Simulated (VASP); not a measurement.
# Pd (I4_1/amd) in VASP: notebook

Pd is run at these levels: PBE; tasks: single point, relaxation of cell and atoms.

All numbers are computed with VASP 6.6.1; they aren't measurements. Logs are shortened: lines on timing, memory, paths and dates and some standing lists are left out, and cuts for length are marked.

### Step 1. The cell of the first run

It takes space group I4_1/amd (No. 141, tetragonal). Conventional cell: a = 5.004 Å, b = 5.004 Å, c = 2.687 Å, α = 90.00°, β = 90.00°, γ = 90.00°. Within 3.4 Å of Pd (site symmetry -4m2) lie 10 Pd at 2.59 to 3.21 Å.

### Step 2. Single point, PBE

INCAR reads:

```
SYSTEM = Pd
PREC     = Accurate       ! precision mode
ENCUT    = 520            ! plane-wave cutoff, eV
EDIFF    = 1E-6           ! SCF threshold, eV
ISMEAR   = -1             ! smearing method
SIGMA    = 0.08           ! smearing width, eV
LREAL    = .False.        ! projectors in reciprocal space
LASPH    = .True.         ! aspherical terms in the spheres
NELM     = 100            ! most SCF steps
ALGO     = Normal         ! electronic algorithm
ISIF     = 2              ! what is computed and relaxed
LWAVE    = .False.        ! write WAVECAR
LCHARG   = .True.         ! write CHGCAR
GGA      = PE             ! functional
LELF     = .True.         ! ELF
LVHAR    = .True.       
NBANDS   = 17             ! bands
```

KPOINTS reads:

```
regular mesh
0
Gamma
  16 16 16
  0 0 0
```

POSCAR reads:

```
Pd
1.0
   -2.5021542602      2.5021542602      1.3435306907
    2.5021542602     -2.5021542602      1.3435306907
    2.5021542602      2.5021542602     -1.3435306907
Pd
2
Direct
   -0.3750000000     -0.1250000000     -0.2500000000
    0.3750000000      0.1250000000      0.2500000000
```

Potentials or basis: VASP PAW PBE potentials, release 64 (Pd).

Launch:

```bash
> cat potpaw_PBE.64/Pd/POTCAR > POTCAR
> mpirun -np 1 vasp_std > vasp.out
```

OUTCAR:

```text
SYSTEM = Pd
   PREC = Accurate
   ENCUT = 520
   EDIFF = 1E-6
   ISMEAR = -1
   LREAL = .False.
   LASPH = .True.
   NELM = 100
   ISIF = 2
   GGA = PE

 ion  position               nearest neighbor table
   1  0.625  0.875  0.750-   2 2.59   2 2.59   2 2.59   2 2.59   2 3.21   2 3.21   2 3.21   2 3.21

   2  0.375  0.125  0.250-   1 2.59   1 2.59   1 2.59   1 2.59   1 3.21   1 3.21   1 3.21   1 3.21

  LATTYP: Found a body centered tetragonal cell.
 ALAT       =     5.0043085204
 C/A-ratio  =     0.5369495846

  Lattice vectors:

 A1 = (  -2.5021542602,   2.5021542602,   1.3435306907)
 A2 = (   2.5021542602,  -2.5021542602,   1.3435306907)
 A3 = (   2.5021542602,   2.5021542602,  -1.3435306907)

Analysis of symmetry for initial positions (statically):
=====================================================================
 Subroutine PRICEL returns:
 Original cell was already a primitive cell.

 Routine SETGRP: Setting up the symmetry group for a
 body centered tetragonal supercell.

 Subroutine GETGRP returns: Found 16 space group operations
 (whereof  4 operations were pure point group operations)
 out of a pool of 16 trial point group operations.

The static configuration has the point symmetry C_2h.
 The point group associated with its full space group is D_4h.

Analysis of symmetry for dynamics (positions and initial velocities):
=====================================================================
 Subroutine PRICEL returns:
 Original cell was already a primitive cell.

 Routine SETGRP: Setting up the symmetry group for a
 body centered tetragonal supercell.

 Subroutine GETGRP returns: Found 16 space group operations
 (whereof  4 operations were pure point group operations)
 out of a pool of 16 trial point group operations.

The dynamic configuration has the point symmetry C_2h.
 The point group associated with its full space group is D_4h.

 Subroutine INISYM returns: Found 16 space group operations
 (whereof  4 operations are pure point group operations),
 and found     1 'primitive' translations

----------------------------------------------------------------------------------------

                                     Primitive cell

  volume of cell :      33.6462

  direct lattice vectors                    reciprocal lattice vectors
    -2.502154260  2.502154260  1.343530691     0.000000000  0.199827808  0.372153761
     2.502154260 -2.502154260  1.343530691     0.199827808  0.000000000  0.372153761
     2.502154260  2.502154260 -1.343530691     0.199827808  0.199827808  0.000000000

  length of vectors
     3.785053051  3.785053051  3.785053051     0.422409250  0.422409250  0.282599196

  position of ions in fractional coordinates (direct lattice)
     0.625000000  0.875000000  0.750000000
     0.375000000  0.125000000  0.250000000

  ion indices of the primitive-cell ions
   primitive index   ion index
                 1           1
                 2           2

----------------------------------------------------------------------------------------

 KPOINTS: regular mesh

Automatic generation of k-mesh.
 Grid dimensions read from file:
 generate k-points for:   16   16   16

 Generating k-lattice:

  Cartesian coordinates                     Fractional coordinates (reciprocal lattice)
     0.000000000  0.012489238  0.023259610     0.062500000 -0.000000000  0.000000000
     0.012489238  0.000000000  0.023259610    -0.000000000  0.062500000  0.000000000
     0.012489238  0.012489238  0.000000000     0.000000000  0.000000000  0.062500000

  Length of vectors
     0.026400578  0.026400578  0.017662450

  Shift w.r.t. Gamma in fractional coordinates (k-lattice)
     0.000000000  0.000000000  0.000000000

 Subroutine IBZKPT returns following result:
 ===========================================

 Found    349 irreducible k-points:

 Following reciprocal coordinates:
            Coordinates               Weight
  0.000000  0.000000  0.000000      1.000000
  0.062500 -0.000000  0.000000      8.000000
  0.125000 -0.000000  0.000000      8.000000
  0.187500  0.000000  0.000000      8.000000
  0.250000 -0.000000  0.000000      8.000000
  0.312500  0.000000  0.000000      8.000000
[... 16 lines left out ...]
 -0.125000  0.062500 -0.000000     16.000000
 -0.062500  0.062500  0.000000      4.000000
 [... further k-points ...]
   k-points           NKPTS =    349   k-points in BZ     NKDIM =    349   number of bands    NBANDS=     17
   number of dos      NEDOS =    301   number of ions     NIONS =      2
   total plane-waves  NPLWV =  21952
   dimension x,y,z NGX =    28 NGY =   28 NGZ =   28
   dimension x,y,z NGXF=    56 NGYF=   56 NGZF=   56
   ions per type =               2
   NGX,Y,Z   is equivalent  to a cutoff of  12.30, 12.30, 12.30 a.u.
   NGXF,Y,Z  is equivalent  to a cutoff of  24.60, 24.60, 24.60 a.u.
 SYSTEM =  Pd
   PREC   = accura    normal or accurate (medium, high low for compatibility)
   ISTART =      0    job   : 0-new  1-cont  2-samecut
   ICHARG =      2    charge: 1-file 2-atom 10-const
   ISPIN  =      1    spin polarized calculation?
   LNONCOLLINEAR =      F non collinear calculations
   LSORBIT =      F    spin-orbit coupling
   LASPH  =      T    aspherical Exc in radial PAW
   ENCUT  =  520.0 eV  38.22 Ry    6.18 a.u.   7.04  7.04  7.04*2*pi/ulx,y,z
   NELM   =    100;   NELMIN=  2; NELMDL= -5     # of ELM steps
   EDIFF  = 0.1E-05   stopping-criterion for ELM
   LREAL  =      F    real-space projection
   EDIFFG = 0.1E-04   stopping-criterion for IOM
   NSW    =      0    number of steps for IOM
   IBRION =     -1    ionic relax: 0-MD 1-quasi-New 2-CG
   NFREE  =      0    steps in history (QN), initial steepest desc. (CG)
   ISIF   =      2    stress and relaxation
   ISYM   =      2    0-nonsym 1-usesym 2-fastsym
   POTIM  = 0.5000    time-step for ionic-motion
   TEBEG  =    0.0;   TEEND  =   0.0 temperature during run
   PSTRESS=    0.0 pullay stress
   NELECT =      20.0000    total number of electrons
   NUPDOWN=      -1.0000    fix difference up-down
   EMIN   =  10.00;   EMAX   =-10.00  energy-range for DOS
   EFERMI =   0.00;   METHOD = LEGACY
   ISMEAR =    -1;   SIGMA  =   0.08  broadening in eV -4-tet -1-fermi 0-gaus
   EFERMI_NEDOS =   21; number of points for ismear=-14 and -15
   IALGO  =     38    algorithm
   IMIX   =      4    mixing-type and parameters
     AMIX     =   0.40;   BMIX     =  1.00
     AMIX_MAG =   1.60;   BMIX_MAG =  1.00
  volume/ion in A,a.u.               =      16.82       113.53
  Fermi-wavevector in a.u.,A,eV,Ry     =   1.376490  2.601188 25.779278  1.894723
  Thomas-Fermi vector in A             =   2.501730
   LORBIT       =      0    0 simple, 1 ext, 2 COOP (PROOUT), +10 PAW based schemes
   GGA     = PE    functional components
   LHFCALC =     F    Hartree Fock is set to
   AEXX    =    0.0000 exact exchange contribution
   IVDW    =     0    specifies the selected vdW correction
   LEPSILON=     F    determine dielectric tensor
   LRPA    =     F    only Hartree local field effects (RPA)
 non-spin polarized calculation
  energy-cutoff  :      520.00
  volume of cell :       33.65
 maximum number of plane-waves:       929
   NGX = 15   NGY = 15   NGZ = 15

 number of electron      19.9999993 magnetization

 Free energy of the ion-electron system (eV)
  ---------------------------------------------------
  ext. energy  EPLUGINS =         0.00000000
  ---------------------------------------------------
  free energy    TOTEN  =        -9.77694689 eV

  energy without entropy =       -9.72246552  energy(sigma->0) =       -9.74970621

 E-fermi :   7.9577     XC(G=0): -12.3033

 val. band max:        7.9567022102   @ k =   0.3125   0.1250   0.0625
 cond. band min:       7.9662383112   @ k =   0.0000   0.0000   0.0000
 fundamental gap:      0.0095361010
 Fermi energy:         7.9576775580

 k-point     1 :       0.0000    0.0000    0.0000
  band No.  band energies     occupation
      1       1.6379      2.00000
      2       3.1536      2.00000
      3       3.6385      2.00000
      4       4.1412      2.00000
      5       4.4471      2.00000
      6       6.8301      2.00000
[... 9 lines left out ...]
     16      25.3601      0.00000
     17      25.3601      0.00000

 k-point     2 :       0.0625   -0.0000    0.0000
  band No.  band energies     occupation
      1       1.7644      2.00000
      2       3.2086      2.00000
      3       3.6534      2.00000
      4       4.2638      2.00000
      5       4.5151      2.00000
      6       6.5463      2.00000
[... 9 lines left out ...]
     16      25.3071      0.00000
     17      25.5692      0.00000

 k-point     3 :       0.1250   -0.0000    0.0000
  band No.  band energies     occupation
      1       2.1284      2.00000
      2       3.3662      2.00000
      3       3.7169      2.00000
      4       4.5777      2.00000
      5       4.7136      2.00000
      6       6.1061      2.00000
[... 9 lines left out ...]
     16      25.0638      0.00000
     17      25.8952      0.00000

 k-point     4 :       0.1875    0.0000    0.0000
  band No.  band energies     occupation
      1       2.6720      2.00000
      2       3.5996      2.00000
      3       3.8277      2.00000
      4       4.8552      2.00000
      5       5.1033      2.00000
      6       5.6270      2.00000
[... 9 lines left out ...]
     16      23.4855      0.00000
     17      24.7531      0.00000
[... 343 lines left out ...]
      1       2.2841      2.00000
      2       3.4596      2.00000
      3       3.7850      2.00000
      4       4.5110      2.00000
      5       4.6702      2.00000
      6       6.1597      2.00000
[... 9 lines left out ...]
     16      24.2918      0.00000
     17      25.2404      0.00000

 k-point    23 :      -0.1250    0.0625   -0.0000
  band No.  band energies     occupation
      1       1.8743      2.00000
      2       3.2772      2.00000
      3       3.6994      2.00000
      4       4.2373      2.00000
      5       4.4876      2.00000
      6       6.5714      2.00000
[... 9 lines left out ...]
     16      24.7604      0.00000
     17      25.4446      0.00000

 k-point    24 :      -0.0625    0.0625    0.0000
  band No.  band energies     occupation
      1       1.6937      2.00000
      2       3.1890      2.00000
      3       3.6617      2.00000
      4       4.1294      2.00000
      5       4.4347      2.00000
      6       6.8206      2.00000
[... 9 lines left out ...]
     16      25.1737      0.00000
     17      25.1930      0.00000

 [... further k-points ...]
[... 5 lines left out ...]
  --------------------------------------------------------------------------------------
  -------------------------------------------------------------------------------------
  Total        0.0699972      0.0699972      0.0962211      0.0000000      0.0000000      0.0000000
  in kB        3.3331563      3.3331563      4.5818968      0.0000000      0.0000000      0.0000000
  external PRESSURE =       3.7494031 kB  Pullay stress =       0.0000000 kB

 VOLUME and BASIS-vectors are now :
 -----------------------------------------------------------------------------
  energy-cutoff  :      520.00
  volume of cell :       33.65
      direct lattice vectors                 reciprocal lattice vectors
    -2.502154260  2.502154260  1.343530691     0.000000000  0.199827808  0.372153761
     2.502154260 -2.502154260  1.343530691     0.199827808  0.000000000  0.372153761
     2.502154260  2.502154260 -1.343530691     0.199827808  0.199827808  0.000000000

 POSITION                                       TOTAL-FORCE (eV/Angst)
 -----------------------------------------------------------------------------------
      2.50215      1.25108      1.00765        -0.000000      0.000000      0.000000
      0.00000      1.25108      0.33588         0.000000     -0.000000     -0.000000
 -----------------------------------------------------------------------------------
    total drift:                                0.000000      0.000000     -0.000000

  FREE ENERGIE OF THE ION-ELECTRON SYSTEM (eV)
  ---------------------------------------------------
  free  energy   TOTEN  =        -9.7769468923 eV

  energy  without entropy=       -9.7224655186  energy(sigma->0) =       -9.74970621
```

Wall time 82 s (1 thread of Intel Xeon 6975P-C (Granite Rapids), shared host); peak memory 0.28 GiB.

What came out:

```yaml
Free_energy: -9.7769 eV
Pressure: 0.4 GPa
Band_gap_on_the_k_mesh: zero (band 10 reaches 8.33 eV, above the bottom of band 11 at 7.33 eV)
```

### Step 3. Single point, PBE

INCAR reads:

```
PREC     = Accurate       # precision mode
ENCUT    = 520            # plane-wave cutoff, eV
EDIFF    = 1E-6           # SCF threshold, eV
ISMEAR   = -1             # smearing method
SIGMA    = 0.08           # smearing width, eV
LREAL    = F              # projectors in reciprocal space
LASPH    = T              # aspherical terms in the spheres
NELM     = 80             # most SCF steps
ALGO     = Normal         # electronic algorithm
ISIF     = 2              # what is computed and relaxed
LWAVE    = F              # write WAVECAR
LCHARG   = T              # write CHGCAR
GGA      = PE             # functional
LELF     = T              # ELF
LVHAR    = T            
NBANDS   = 17             # bands
```

KPOINTS reads:

```
Automatic mesh
0
Gamma
  16 16 16
```

POSCAR reads:

```
Pd
1.0
   -2.5026487919      2.5026487919      1.3438944799
    2.5026487919     -2.5026487919      1.3438944799
    2.5026487919      2.5026487919     -1.3438944799
Pd
2
Direct
   -0.3750000000     -0.1250000000     -0.2500000000
    0.3750000000      0.1250000000      0.2500000000
```

Potentials or basis: VASP PAW PBE potentials, release 64 (Pd).

Launch:

```bash
> cat potpaw_PBE.64/Pd/POTCAR > POTCAR
> mpirun -np 1 vasp_std > vasp.out
```

OUTCAR:

```text
PREC = Accurate
   ENCUT = 520
   EDIFF = 1E-6
   ISMEAR = -1
   LREAL = F
   LASPH = T
   NELM = 80
   ISIF = 2
   GGA = PE

 ion  position               nearest neighbor table
   1  0.625  0.875  0.750-   2 2.59   2 2.59   2 2.59   2 2.59   2 3.21   2 3.21   2 3.21   2 3.21

   2  0.375  0.125  0.250-   1 2.59   1 2.59   1 2.59   1 2.59   1 3.21   1 3.21   1 3.21   1 3.21

  LATTYP: Found a body centered tetragonal cell.
 ALAT       =     5.0052975838
 C/A-ratio  =     0.5369888433

  Lattice vectors:

 A1 = (  -2.5026487919,   2.5026487919,   1.3438944799)
 A2 = (   2.5026487919,  -2.5026487919,   1.3438944799)
 A3 = (   2.5026487919,   2.5026487919,  -1.3438944799)

Analysis of symmetry for initial positions (statically):
=====================================================================
 Subroutine PRICEL returns:
 Original cell was already a primitive cell.

 Routine SETGRP: Setting up the symmetry group for a
 body centered tetragonal supercell.

 Subroutine GETGRP returns: Found 16 space group operations
 (whereof  4 operations were pure point group operations)
 out of a pool of 16 trial point group operations.

The static configuration has the point symmetry C_2h.
 The point group associated with its full space group is D_4h.

Analysis of symmetry for dynamics (positions and initial velocities):
=====================================================================
 Subroutine PRICEL returns:
 Original cell was already a primitive cell.

 Routine SETGRP: Setting up the symmetry group for a
 body centered tetragonal supercell.

 Subroutine GETGRP returns: Found 16 space group operations
 (whereof  4 operations were pure point group operations)
 out of a pool of 16 trial point group operations.

The dynamic configuration has the point symmetry C_2h.
 The point group associated with its full space group is D_4h.

 Subroutine INISYM returns: Found 16 space group operations
[... 107 lines left out ...]
   PSTRESS=    0.0 pullay stress
   NELECT =      20.0000    total number of electrons
   NUPDOWN=      -1.0000    fix difference up-down
   EMIN   =  10.00;   EMAX   =-10.00  energy-range for DOS
   EFERMI =   0.00;   METHOD = LEGACY
   ISMEAR =    -1;   SIGMA  =   0.08  broadening in eV -4-tet -1-fermi 0-gaus
   EFERMI_NEDOS =   21; number of points for ismear=-14 and -15
   IALGO  =     38    algorithm
   IMIX   =      4    mixing-type and parameters
     AMIX     =   0.40;   BMIX     =  1.00
     AMIX_MAG =   1.60;   BMIX_MAG =  1.00
  volume/ion in A,a.u.               =      16.83       113.60
  Fermi-wavevector in a.u.,A,eV,Ry     =   1.376184  2.600611 25.767834  1.893882
  Thomas-Fermi vector in A             =   2.501452
   LORBIT       =      0    0 simple, 1 ext, 2 COOP (PROOUT), +10 PAW based schemes
   GGA     = PE    functional components
   LHFCALC =     F    Hartree Fock is set to
   AEXX    =    0.0000 exact exchange contribution
   IVDW    =     0    specifies the selected vdW correction
   LEPSILON=     F    determine dielectric tensor
   LRPA    =     F    only Hartree local field effects (RPA)
 non-spin polarized calculation
  energy-cutoff  :      520.00
  volume of cell :       33.67
 maximum number of plane-waves:       929
   NGX = 15   NGY = 15   NGZ = 15

 number of electron      19.9999993 magnetization

 Free energy of the ion-electron system (eV)
  ---------------------------------------------------
  ext. energy  EPLUGINS =         0.00000000
  ---------------------------------------------------
  free energy    TOTEN  =        -9.77700330 eV

  energy without entropy =       -9.72246301  energy(sigma->0) =       -9.74973316

 E-fermi :   7.9479     XC(G=0): -12.2993

 val. band max:        7.9467150088   @ k =   0.3125   0.1250   0.0625
 cond. band min:       7.9563204641   @ k =   0.0000   0.0000   0.0000
 fundamental gap:      0.0096054553
 Fermi energy:         7.9478899286

 k-point     1 :       0.0000    0.0000    0.0000
  band No.  band energies     occupation
      1       1.6327      2.00000
      2       3.1487      2.00000
      3       3.6329      2.00000
      4       4.1355      2.00000
      5       4.4413      2.00000
      6       6.8211      2.00000
[... 457 lines left out ...]
      4       4.1238      2.00000
      5       4.4289      2.00000
      6       6.8116      2.00000
[... 9 lines left out ...]
     16      25.1608      0.00000
     17      25.1800      0.00000

 [... further k-points ...]
[... 5 lines left out ...]
  --------------------------------------------------------------------------------------
  -------------------------------------------------------------------------------------
  Total        0.0519858      0.0519858      0.0748150      0.0000000      0.0000000      0.0000000
  in kB        2.4738331      2.4738331      3.5602011      0.0000000      0.0000000      0.0000000
  external PRESSURE =       2.8359558 kB  Pullay stress =       0.0000000 kB

 VOLUME and BASIS-vectors are now :
 -----------------------------------------------------------------------------
  energy-cutoff  :      520.00
  volume of cell :       33.67
      direct lattice vectors                 reciprocal lattice vectors
    -2.502648792  2.502648792  1.343894480     0.000000000  0.199788321  0.372053020
     2.502648792 -2.502648792  1.343894480     0.199788321  0.000000000  0.372053020
     2.502648792  2.502648792 -1.343894480     0.199788321  0.199788321  0.000000000

 POSITION                                       TOTAL-FORCE (eV/Angst)
 -----------------------------------------------------------------------------------
      2.50265      1.25132      1.00792         0.000000     -0.000000      0.000000
      0.00000      1.25132      0.33597        -0.000000      0.000000     -0.000000
 -----------------------------------------------------------------------------------
    total drift:                                0.000000      0.000000     -0.000000

  FREE ENERGIE OF THE ION-ELECTRON SYSTEM (eV)
  ---------------------------------------------------
  free  energy   TOTEN  =        -9.7770033017 eV

  energy  without entropy=       -9.7224630098  energy(sigma->0) =       -9.74973316
```

Wall time 73 s (1 thread of Intel Xeon 6975P-C (Granite Rapids), shared host); peak memory 0.28 GiB.

What came out:

* Free energy: -9.7770 eV
* Pressure: 0.3 GPa
* Band gap on the k mesh: zero (band 10 reaches 8.32 eV, above the bottom of band 11 at 7.32 eV)

[end of part 1 of 2]
